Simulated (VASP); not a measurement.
A run of VASP 6.6.1 is set up as follows.

INCAR

```
ALGO = Normal ; EDIFF = 1E-6
ENCUT = 500 ; GGA = PE
GGA_COMPAT = F ; ISIF = 2
ISMEAR = 0 ; LASPH = T
LCHARG = F ; LREAL = F
LWAVE = F ; NBANDS = 16
NELM = 120 ; PREC = Accurate
SIGMA = 0.01
```

The input KPOINTS:

```
k-points
0
Gamma
  6 6 6
```

POSCAR

```
GaAs
1.0
    0.0000000000      2.8268500000      2.8268500000
    2.8268500000      0.0000000000      2.8268500000
    2.8268500000      2.8268500000      0.0000000000
As Ga
1 1
Direct
    0.7500000000      0.7500000000      0.7500000000
    0.0000000000      0.0000000000      0.0000000000
```

Potentials or basis: VASP PAW PBE potentials, release 64 (As, Ga_d).

Command:

```bash
$ cat potpaw_PBE.64/As/POTCAR potpaw_PBE.64/Ga_d/POTCAR > POTCAR
$ mpirun -np 1 vasp_std > vasp.out
```

(1) What does it give for the pressure?

(2) Estimate the band gap on the k mesh.

## Answers

(1) 3.4 GPa.

(2) 0.52 eV, direct.
